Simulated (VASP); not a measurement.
# P (P4/nmm) in VASP: single point with LDA

Aim: the single point of P with LDA.

Program: VASP 6.6.1. These are calculated values, not measurements. Logs are shortened: lines on timing, memory, paths and dates and some standing lists are left out, and cuts for length are marked.

### 1 The cell of the first run

The structure is tetragonal, space group P4/nmm (No. 129). Conventional cell: a = 9.200 Å, b = 9.200 Å, c = 7.400 Å, α = 90.00°, β = 90.00°, γ = 90.00°.

### 2 Single point, LDA

Contents of INCAR:

```
ALGO = Normal
EDIFF = 1E-7
ENCUT = 520
GGA = CA
ISIF = 2
ISMEAR = -1
LASPH = T
LCHARG = F
LREAL = F
LWAVE = F
NBANDS = 18
NELM = 100
PREC = Accurate
SIGMA = 0.01
```

Contents of KPOINTS:

```
k-points
0
Gamma
  1 1 1
```

Contents of POSCAR:

```
P
1.0
    9.2000000000      0.0000000000      0.0000000000
    0.0000000000      9.2000000000      0.0000000000
    0.0000000000      0.0000000000      7.4000000000
P
4
Direct
    0.5000000000      0.5000000000      0.0000000000
    0.0000000000      0.0000000000      0.0000000000
    0.0000000000      0.5000000000      0.6250000000
    0.5000000000      0.0000000000      0.3750000000
```

Potentials or basis: VASP PAW LDA potentials, release 64 (P).

Launch:

```
$ cat potpaw_LDA.64/P/POTCAR > POTCAR
$ mpirun -np 1 vasp_gam > vasp.out
```

OUTCAR:

```text
EDIFF = 1E-7
   ENCUT = 520
   GGA = CA
   ISIF = 2
   ISMEAR = -1
   LASPH = T
   LREAL = F
   NELM = 100
   PREC = Accurate

 ion  position               nearest neighbor table
   1  0.500  0.500  0.000-
   2  0.000  0.000  0.000-
   3  0.000  0.500  0.625-
   4  0.500  0.000  0.375-

  LATTYP: Found a simple tetragonal cell.
 ALAT       =     9.2000000000
 C/A-ratio  =     0.8043478261

  Lattice vectors:

 A1 = (   9.2000000000,   0.0000000000,   0.0000000000)
 A2 = (   0.0000000000,   9.2000000000,   0.0000000000)
 A3 = (   0.0000000000,   0.0000000000,   7.4000000000)

Analysis of symmetry for initial positions (statically):
=====================================================================
 Subroutine PRICEL returns:
 Original cell was already a primitive cell.

 Routine SETGRP: Setting up the symmetry group for a
 simple tetragonal supercell.

 Subroutine GETGRP returns: Found 16 space group operations
 (whereof  8 operations were pure point group operations)
 out of a pool of 16 trial point group operations.

The static configuration has the point symmetry D_2d.
 The point group associated with its full space group is D_4h.

Analysis of symmetry for dynamics (positions and initial velocities):
=====================================================================
 Subroutine PRICEL returns:
 Original cell was already a primitive cell.

 Routine SETGRP: Setting up the symmetry group for a
 simple tetragonal supercell.

 Subroutine GETGRP returns: Found 16 space group operations
 (whereof  8 operations were pure point group operations)
 out of a pool of 16 trial point group operations.

The dynamic configuration has the point symmetry D_2d.
 The point group associated with its full space group is D_4h.

 Subroutine INISYM returns: Found 16 space group operations
 (whereof  8 operations are pure point group operations),
 and found     1 'primitive' translations

----------------------------------------------------------------------------------------

                                     Primitive cell

  volume of cell :     626.3360

  direct lattice vectors                    reciprocal lattice vectors
     9.200000000  0.000000000  0.000000000     0.108695652  0.000000000  0.000000000
     0.000000000  9.200000000  0.000000000     0.000000000  0.108695652  0.000000000
     0.000000000  0.000000000  7.400000000     0.000000000  0.000000000  0.135135135

  length of vectors
     9.200000000  9.200000000  7.400000000     0.108695652  0.108695652  0.135135135

  position of ions in fractional coordinates (direct lattice)
     0.500000000  0.500000000  0.000000000
     0.000000000  0.000000000  0.000000000
     0.000000000  0.500000000  0.625000000
     0.500000000  0.000000000  0.375000000

  ion indices of the primitive-cell ions
   primitive index   ion index
                 1           1
                 2           2
                 3           3
                 4           4

----------------------------------------------------------------------------------------

 KPOINTS: k-points

Automatic generation of k-mesh.
 Grid dimensions read from file:
 generate k-points for:    1    1    1

 Generating k-lattice:

  Cartesian coordinates                     Fractional coordinates (reciprocal lattice)
     0.108695652  0.000000000  0.000000000     1.000000000  0.000000000  0.000000000
     0.000000000  0.108695652  0.000000000     0.000000000  1.000000000  0.000000000
     0.000000000  0.000000000  0.135135135     0.000000000  0.000000000  1.000000000

  Length of vectors
     0.108695652  0.108695652  0.135135135

  Shift w.r.t. Gamma in fractional coordinates (k-lattice)
     0.000000000  0.000000000  0.000000000

 Subroutine IBZKPT returns following result:
 ===========================================

 Found      1 irreducible k-points:

 Following reciprocal coordinates:
            Coordinates               Weight
  0.000000  0.000000  0.000000      1.000000
   k-points           NKPTS =      1   k-points in BZ     NKDIM =      1   number of bands    NBANDS=     18
   number of dos      NEDOS =    301   number of ions     NIONS =      4
   total plane-waves  NPLWV = 274400
   dimension x,y,z NGX =    70 NGY =   70 NGZ =   56
   dimension x,y,z NGXF=   140 NGYF=  140 NGZF=  112
   ions per type =               4
   NGX,Y,Z   is equivalent  to a cutoff of  12.65, 12.65, 12.58 a.u.
   NGXF,Y,Z  is equivalent  to a cutoff of  25.30, 25.30, 25.16 a.u.
 SYSTEM =  unknown system
   PREC   = accura    normal or accurate (medium, high low for compatibility)
   ISTART =      0    job   : 0-new  1-cont  2-samecut
   ICHARG =      2    charge: 1-file 2-atom 10-const
   ISPIN  =      1    spin polarized calculation?
   LNONCOLLINEAR =      F non collinear calculations
   LSORBIT =      F    spin-orbit coupling
   LASPH  =      T    aspherical Exc in radial PAW
   ENCUT  =  520.0 eV  38.22 Ry    6.18 a.u.  17.11 17.11 13.76*2*pi/ulx,y,z
   NELM   =    100;   NELMIN=  2; NELMDL= -5     # of ELM steps
   EDIFF  = 0.1E-06   stopping-criterion for ELM
   LREAL  =      F    real-space projection
   EDIFFG = 0.1E-05   stopping-criterion for IOM
   NSW    =      0    number of steps for IOM
   IBRION =     -1    ionic relax: 0-MD 1-quasi-New 2-CG
   NFREE  =      0    steps in history (QN), initial steepest desc. (CG)
   ISIF   =      2    stress and relaxation
   ISYM   =      2    0-nonsym 1-usesym 2-fastsym
   POTIM  = 0.5000    time-step for ionic-motion
   TEBEG  =    0.0;   TEEND  =   0.0 temperature during run
   PSTRESS=    0.0 pullay stress
   NELECT =      20.0000    total number of electrons
   NUPDOWN=      -1.0000    fix difference up-down
   EMIN   =  10.00;   EMAX   =-10.00  energy-range for DOS
   EFERMI =   0.00;   METHOD = LEGACY
   ISMEAR =    -1;   SIGMA  =   0.01  broadening in eV -4-tet -1-fermi 0-gaus
   EFERMI_NEDOS =   21; number of points for ismear=-14 and -15
   IALGO  =     38    algorithm
   IMIX   =      4    mixing-type and parameters
     AMIX     =   0.40;   BMIX     =  1.00
     AMIX_MAG =   1.60;   BMIX_MAG =  1.00
  volume/ion in A,a.u.               =     156.58      1056.68
  Fermi-wavevector in a.u.,A,eV,Ry     =   0.519377  0.981479  3.670199  0.269752
  Thomas-Fermi vector in A             =   1.536721
   LORBIT       =      0    0 simple, 1 ext, 2 COOP (PROOUT), +10 PAW based schemes
   GGA     = CA    functional components
   LHFCALC =     F    Hartree Fock is set to
   AEXX    =    0.0000 exact exchange contribution
   IVDW    =     0    specifies the selected vdW correction
   LEPSILON=     F    determine dielectric tensor
   LRPA    =     F    only Hartree local field effects (RPA)
 non-spin polarized calculation
  energy-cutoff  :      520.00
  volume of cell :      626.34
 maximum number of plane-waves:      8408
 NGX is ok and might be reduce to    70
   NGX = 35   NGY = 35   NGZ = 27

 number of electron      20.0000004 magnetization

 Free energy of the ion-electron system (eV)
  ---------------------------------------------------
  ext. energy  EPLUGINS =         0.00000000
  ---------------------------------------------------
  free energy    TOTEN  =        -1.29314771 eV

  energy without entropy =       -1.26543084  energy(sigma->0) =       -1.27928928

 E-fermi :  -4.3481     XC(G=0):  -3.5996

 val. band max:       -4.3496486818   @ k =   0.0000   0.0000   0.0000
 cond. band min:      -4.3465547504   @ k =   0.0000   0.0000   0.0000
 fundamental gap:      0.0030939314
 Fermi energy:        -4.3481068494

 k-point     1 :       0.0000    0.0000    0.0000
  band No.  band energies     occupation
      1     -12.8393      2.00000
      2     -12.8170      2.00000
      3     -12.8124      2.00000
      4     -12.7965      2.00000
      5      -4.5602      2.00000
      6      -4.5602      2.00000
      7      -4.4506      1.99993
      8      -4.4506      1.99993
      9      -4.4431      1.99985
     10      -4.3496      1.07694
     11      -4.3466      0.92255
     12      -4.2667      0.00059
     13      -4.2439      0.00006
     14      -4.2439      0.00006
     15      -4.2420      0.00005
     16      -4.2420      0.00005
     17      -0.2647      0.00000
     18       1.3315      0.00000

------------------------ aborting loop because EDIFF is reached ----------------------------------------

  FORCE on cell =-STRESS in cart. coord.  units (eV):
  Direction    XX          YY          ZZ          XY          YZ          ZX
  --------------------------------------------------------------------------------------
  -------------------------------------------------------------------------------------
  Total       -2.8797540     -2.8797540     -2.7661213      0.0000000      0.0000000      0.0000000
  in kB       -7.3664561     -7.3664561     -7.0757818      0.0000000      0.0000000      0.0000000
  external PRESSURE =      -7.2695647 kB  Pullay stress =       0.0000000 kB

 VOLUME and BASIS-vectors are now :
 -----------------------------------------------------------------------------
  energy-cutoff  :      520.00
  volume of cell :      626.34
      direct lattice vectors                 reciprocal lattice vectors
     9.200000000  0.000000000  0.000000000     0.108695652  0.000000000  0.000000000
     0.000000000  9.200000000  0.000000000     0.000000000  0.108695652  0.000000000
     0.000000000  0.000000000  7.400000000     0.000000000  0.000000000  0.135135135

 POSITION                                       TOTAL-FORCE (eV/Angst)
 -----------------------------------------------------------------------------------
      4.60000      4.60000      0.00000         0.000000     -0.000000      0.000000
      0.00000      0.00000      0.00000         0.000000      0.000000      0.000000
      0.00000      4.60000      4.62500         0.000000      0.000000      0.299480
      4.60000      0.00000      2.77500        -0.000000      0.000000     -0.299480
 -----------------------------------------------------------------------------------
    total drift:                                0.000000      0.000000      0.000000

  FREE ENERGIE OF THE ION-ELECTRON SYSTEM (eV)
  ---------------------------------------------------
  free  energy   TOTEN  =        -1.2931477136 eV

  energy  without entropy=       -1.2654308433  energy(sigma->0) =       -1.27928928
```

Wall time 16 s (1 thread of AMD EPYC 7R43 (Zen 3), shared host); peak memory 0.33 GiB.

Results:

```
Free energy            : -1.2931 eV
Pressure               : -0.7 GPa
Largest force          : 0.299 eV/Å
Band gap on the k mesh : 0.00 eV
```

Forces in eV/Å, atoms in the order of the input:
```
P    0.000  0.000  0.000
P    0.000  0.000  0.000
P    0.000  0.000  0.299
P    0.000  0.000 -0.299
```

Caveat: the k points lie up to 0.85 Å⁻¹ apart. A k mesh can miss the band edges.
